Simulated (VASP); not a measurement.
# Lu (Im-3m) in VASP: single point with r2SCAN

Aim: the single point of Lu with r2SCAN.

Program: VASP 6.6.1. These are calculated values, not measurements. Logs are shortened: lines on timing, memory, paths and dates and some standing lists are left out, and cuts for length are marked.

**1. The cell of the first run**

The structure is cubic, space group Im-3m (No. 229). The conventional cell has a = 3.896 Å, b = 3.896 Å, c = 3.896 Å, α = 90.00°, β = 90.00°, γ = 90.00°. Lu (site symmetry m-3m) has 14 Lu at 3.37 to 3.90 Å within 4.4 Å.

This isn't the form of Lu at room conditions, which is hcp.

**2. Single point, r2SCAN**

Contents of POSCAR:

```
Lu
1.0
   -1.9478264935      1.9478264935      1.9478264935
    1.9478264935     -1.9478264935      1.9478264935
    1.9478264935      1.9478264935     -1.9478264935
Lu
1
Direct
    0.0000000000      0.0000000000      0.0000000000
```

Contents of INCAR.step1:

```
PREC = Accurate
ENCUT = 520
ISMEAR = 0
SIGMA = 0.05
LREAL = F
LASPH = T
NELM = 100
NBANDS = 18
GGA = PE
ALGO = Normal
EDIFF = 1E-4
LWAVE = T
LCHARG = F
```

Contents of INCAR.step2:

```
PREC = Accurate
ENCUT = 520
EDIFF = 1E-7
ISMEAR = 0
SIGMA = 0.05
LREAL = F
LASPH = T
NELM = 100
ALGO = Normal
ISIF = 2
LWAVE = F
LCHARG = F
METAGGA = R2SCAN
LMIXTAU = T
NBANDS = 18
ISTART = 1
```

Contents of KPOINTS:

```
Automatic mesh
0
Gamma
  16 16 16
```

Potentials or basis: VASP PAW PBE potentials, release 64 (Lu).

Started as:

```
$ cat potpaw_PBE.64/Lu/POTCAR > POTCAR
$ cp INCAR.step1 INCAR
$ mpirun -np 1 vasp_std > vasp.out
$ cp INCAR.step2 INCAR
$ mpirun -np 1 vasp_std > vasp.out
```

OUTCAR:

```text
PREC = Accurate
   ENCUT = 520
   EDIFF = 1E-7
   ISMEAR = 0
   LREAL = F
   LASPH = T
   NELM = 100
   ISIF = 2
   METAGGA = R2SCAN
   ISTART = 1

 ion  position               nearest neighbor table
   1  0.000  0.000  0.000-

  LATTYP: Found a body centered cubic cell.
 ALAT       =     3.8956529870

  Lattice vectors:

 A1 = (  -1.9478264935,   1.9478264935,   1.9478264935)
 A2 = (   1.9478264935,  -1.9478264935,   1.9478264935)
 A3 = (   1.9478264935,   1.9478264935,  -1.9478264935)

Analysis of symmetry for initial positions (statically):
=====================================================================
 Subroutine PRICEL returns:
 Original cell was already a primitive cell.

 Routine SETGRP: Setting up the symmetry group for a
 body centered cubic supercell.

 Subroutine GETGRP returns: Found 48 space group operations
 (whereof 48 operations were pure point group operations)
 out of a pool of 48 trial point group operations.

The static configuration has the point symmetry O_h .

Analysis of symmetry for dynamics (positions and initial velocities):
=====================================================================
 Subroutine PRICEL returns:
 Original cell was already a primitive cell.

 Routine SETGRP: Setting up the symmetry group for a
 body centered cubic supercell.

 Subroutine GETGRP returns: Found 48 space group operations
 (whereof 48 operations were pure point group operations)
 out of a pool of 48 trial point group operations.

The dynamic configuration has the point symmetry O_h .

 Subroutine INISYM returns: Found 48 space group operations
 (whereof 48 operations are pure point group operations),
 and found     1 'primitive' translations

----------------------------------------------------------------------------------------

                                     Primitive cell

  volume of cell :      29.5604

  direct lattice vectors                    reciprocal lattice vectors
    -1.947826494  1.947826494  1.947826494     0.000000000  0.256696375  0.256696375
     1.947826494 -1.947826494  1.947826494     0.256696375  0.000000000  0.256696375
     1.947826494  1.947826494 -1.947826494     0.256696375  0.256696375  0.000000000

  length of vectors
     3.373734451  3.373734451  3.373734451     0.363023495  0.363023495  0.363023495

  position of ions in fractional coordinates (direct lattice)
     0.000000000  0.000000000  0.000000000

  ion indices of the primitive-cell ions
   primitive index   ion index
                 1           1

----------------------------------------------------------------------------------------

 KPOINTS: Automatic mesh

Automatic generation of k-mesh.
 Grid dimensions read from file:
 generate k-points for:   16   16   16

 Generating k-lattice:

  Cartesian coordinates                     Fractional coordinates (reciprocal lattice)
     0.000000000  0.016043523  0.016043523     0.062500000  0.000000000  0.000000000
     0.016043523  0.000000000  0.016043523     0.000000000  0.062500000  0.000000000
     0.016043523  0.016043523  0.000000000     0.000000000  0.000000000  0.062500000

  Length of vectors
     0.022688968  0.022688968  0.022688968

  Shift w.r.t. Gamma in fractional coordinates (k-lattice)
     0.000000000  0.000000000  0.000000000

 Subroutine IBZKPT returns following result:
 ===========================================

 Found    145 irreducible k-points:

 Following reciprocal coordinates:
            Coordinates               Weight
  0.000000  0.000000  0.000000      1.000000
  0.062500  0.000000  0.000000     12.000000
  0.125000  0.000000  0.000000     12.000000
  0.187500  0.000000  0.000000     12.000000
  0.250000  0.000000  0.000000     12.000000
  0.312500  0.000000  0.000000     12.000000
[... 16 lines left out ...]
  0.187500  0.187500  0.000000     24.000000
  0.250000  0.187500  0.000000     48.000000
 [... further k-points ...]
   k-points           NKPTS =    145   k-points in BZ     NKDIM =    145   number of bands    NBANDS=     18
   number of dos      NEDOS =    301   number of ions     NIONS =      1
   total plane-waves  NPLWV =  21952
   dimension x,y,z NGX =    28 NGY =   28 NGZ =   28
   dimension x,y,z NGXF=    56 NGYF=   56 NGZF=   56
   ions per type =               1
   NGX,Y,Z   is equivalent  to a cutoff of  13.80, 13.80, 13.80 a.u.
   NGXF,Y,Z  is equivalent  to a cutoff of  27.59, 27.59, 27.59 a.u.
 SYSTEM =  unknown system
   PREC   = accura    normal or accurate (medium, high low for compatibility)
   ISTART =      1    job   : 0-new  1-cont  2-samecut
   ICHARG =      0    charge: 1-file 2-atom 10-const
   ISPIN  =      1    spin polarized calculation?
   LNONCOLLINEAR =      F non collinear calculations
   LSORBIT =      F    spin-orbit coupling
   LASPH  =      T    aspherical Exc in radial PAW
   ENCUT  =  520.0 eV  38.22 Ry    6.18 a.u.   6.27  6.27  6.27*2*pi/ulx,y,z
   NELM   =    100;   NELMIN=  2; NELMDL=  0     # of ELM steps
   EDIFF  = 0.1E-06   stopping-criterion for ELM
   LREAL  =      F    real-space projection
   EDIFFG = 0.1E-05   stopping-criterion for IOM
   NSW    =      0    number of steps for IOM
   IBRION =     -1    ionic relax: 0-MD 1-quasi-New 2-CG
   NFREE  =      0    steps in history (QN), initial steepest desc. (CG)
   ISIF   =      2    stress and relaxation
   ISYM   =      2    0-nonsym 1-usesym 2-fastsym
   POTIM  = 0.5000    time-step for ionic-motion
   TEBEG  =    0.0;   TEEND  =   0.0 temperature during run
   PSTRESS=    0.0 pullay stress
   NELECT =      25.0000    total number of electrons
   NUPDOWN=      -1.0000    fix difference up-down
   EMIN   =  10.00;   EMAX   =-10.00  energy-range for DOS
   EFERMI =   0.00;   METHOD = LEGACY
   ISMEAR =     0;   SIGMA  =   0.05  broadening in eV -4-tet -1-fermi 0-gaus
   EFERMI_NEDOS =   21; number of points for ismear=-14 and -15
   IALGO  =     38    algorithm
   IMIX   =      4    mixing-type and parameters
     AMIX     =   0.40;   BMIX     =  1.00
     AMIX_MAG =   1.60;   BMIX_MAG =  1.00
  volume/ion in A,a.u.               =      29.56       199.48
  Fermi-wavevector in a.u.,A,eV,Ry     =   1.548167  2.925612 32.610745  2.396822
  Thomas-Fermi vector in A             =   2.653156
   LORBIT       =      0    0 simple, 1 ext, 2 COOP (PROOUT), +10 PAW based schemes
   METAGGA = R2SCAN    functional components
   LHFCALC =     F    Hartree Fock is set to
   AEXX    =    0.0000 exact exchange contribution
   IVDW    =     0    specifies the selected vdW correction
   LEPSILON=     F    determine dielectric tensor
   LRPA    =     F    only Hartree local field effects (RPA)
 non-spin polarized calculation
 Gauss-broadening in eV      SIGMA  =   0.05
  energy-cutoff  :      520.00
  volume of cell :       29.56
 maximum number of plane-waves:       811
 NGX is ok and might be reduce to    28
   NGX = 13   NGY = 13   NGZ = 13

 number of electron      24.9999993 magnetization

 Free energy of the ion-electron system (eV)
  ---------------------------------------------------
  ext. energy  EPLUGINS =         0.00000000
  ---------------------------------------------------
  free energy    TOTEN  =       -37.94668201 eV

  energy without entropy =      -37.94403368  energy(sigma->0) =      -37.94535785

 E-fermi :   2.2558     XC(G=0): -11.5195

 val. band max:        2.2489043294   @ k =  -0.4375   0.4375   0.1250
 cond. band min:       2.2560347629   @ k =   0.3125   0.1250   0.1250
 fundamental gap:      0.0071304335
 Fermi energy:         2.2558173130

 k-point     1 :       0.0000    0.0000    0.0000
  band No.  band energies     occupation
      1     -55.8924      2.00000
      2     -25.6554      2.00000
      3     -25.6554      2.00000
      4     -25.6553      2.00000
      5      -4.1192      2.00000
      6      -3.1334      2.00000
[... 10 lines left out ...]
     17       6.8623      0.00000
     18      14.3374      0.00000

 k-point     2 :       0.0625    0.0000    0.0000
  band No.  band energies     occupation
      1     -55.8912      2.00000
      2     -25.6744      2.00000
      3     -25.6613      2.00000
      4     -25.6554      2.00000
      5      -4.0017      2.00000
      6      -3.1323      2.00000
[... 10 lines left out ...]
     17       6.8600      0.00000
     18      14.4554      0.00000

 k-point     3 :       0.1250    0.0000    0.0000
  band No.  band energies     occupation
      1     -55.8878      2.00000
      2     -25.7284      2.00000
      3     -25.6782      2.00000
      4     -25.6556      2.00000
      5      -3.6578      2.00000
      6      -3.1297      2.00000
[... 10 lines left out ...]
     17       6.8639      0.00000
     18      14.7202      0.00000

 k-point     4 :       0.1875    0.0000    0.0000
  band No.  band energies     occupation
      1     -55.8826      2.00000
      2     -25.8079      2.00000
      3     -25.7034      2.00000
      4     -25.6560      2.00000
      5      -3.1263      2.00000
      6      -3.1171      2.00000
[... 375 lines left out ...]
      4     -25.6824      2.00000
      5      -3.1189      2.00000
      6      -3.1120      2.00000
[... 10 lines left out ...]
     17       9.9593      0.00000
     18      10.5616      0.00000

 k-point    23 :       0.1875    0.1875    0.0000
  band No.  band energies     occupation
      1     -55.8691      2.00000
      2     -25.9807      2.00000
      3     -25.7685      2.00000
      4     -25.6892      2.00000
      5      -3.1137      2.00000
      6      -3.1003      2.00000
[... 10 lines left out ...]
     17       7.6411      0.00000
     18      12.8477      0.00000

 k-point    24 :       0.2500    0.1875    0.0000
  band No.  band energies     occupation
      1     -55.8643      2.00000
      2     -26.0287      2.00000
      3     -25.8081      2.00000
      4     -25.6954      2.00000
      5      -3.1109      2.00000
      6      -3.1056      2.00000
[... 10 lines left out ...]
     17       8.5284      0.00000
     18      11.7766      0.00000

 [... further k-points ...]

------------------------ aborting loop because EDIFF is reached ----------------------------------------

  FORCE on cell =-STRESS in cart. coord.  units (eV):
  Direction    XX          YY          ZZ          XY          YZ          ZX
  --------------------------------------------------------------------------------------
  -------------------------------------------------------------------------------------
  Total        0.0400885      0.0400885      0.0400885      0.0000000      0.0000000      0.0000000
  in kB        2.1728011      2.1728011      2.1728011      0.0000000      0.0000000      0.0000000
  external PRESSURE =       2.1728011 kB  Pullay stress =       0.0000000 kB

 VOLUME and BASIS-vectors are now :
 -----------------------------------------------------------------------------
  energy-cutoff  :      520.00
  volume of cell :       29.56
      direct lattice vectors                 reciprocal lattice vectors
    -1.947826494  1.947826494  1.947826494     0.000000000  0.256696375  0.256696375
     1.947826494 -1.947826494  1.947826494     0.256696375  0.000000000  0.256696375
     1.947826494  1.947826494 -1.947826494     0.256696375  0.256696375  0.000000000

 POSITION                                       TOTAL-FORCE (eV/Angst)
 -----------------------------------------------------------------------------------
      0.00000      0.00000      0.00000         0.000000     -0.000000      0.000000
 -----------------------------------------------------------------------------------
    total drift:                               -0.000000     -0.000000     -0.000000

  FREE ENERGIE OF THE ION-ELECTRON SYSTEM (eV)
  ---------------------------------------------------
  free  energy   TOTEN  =       -37.9466820110 eV

  energy  without entropy=      -37.9440336840  energy(sigma->0) =      -37.94535785
```

Wall time 8 min (1 thread of Intel Xeon 8259CL, shared host); peak memory 0.23 GiB.

Results:

| Property | Result |
| --- | --- |
| Free energy | -37.9467 eV |
| Pressure | 0.2 GPa |
| Band gap on the k mesh | zero (an odd number of electrons rules out a gap without spin polarisation) |

Levels at points of the mesh, in eV from the Fermi level:
```
           k point  band 10  band 11  band 12  band 13  band 14  band 15
(0.00, 0.00, 0.00)    -5.30    -5.30    -5.28     2.46     2.46     2.46
(0.50, 0.00, 0.00)    -5.30    -5.29    -2.53     0.31     0.60     4.44
(0.50, 0.50, 0.50)    -5.29    -5.29    -1.58    -1.58     5.95     5.95
```

Caveat: the PAW data sets were made with another functional, which shifts forces and pressure a little; spin-orbit coupling is left out, which moves the levels of the heavy elements.
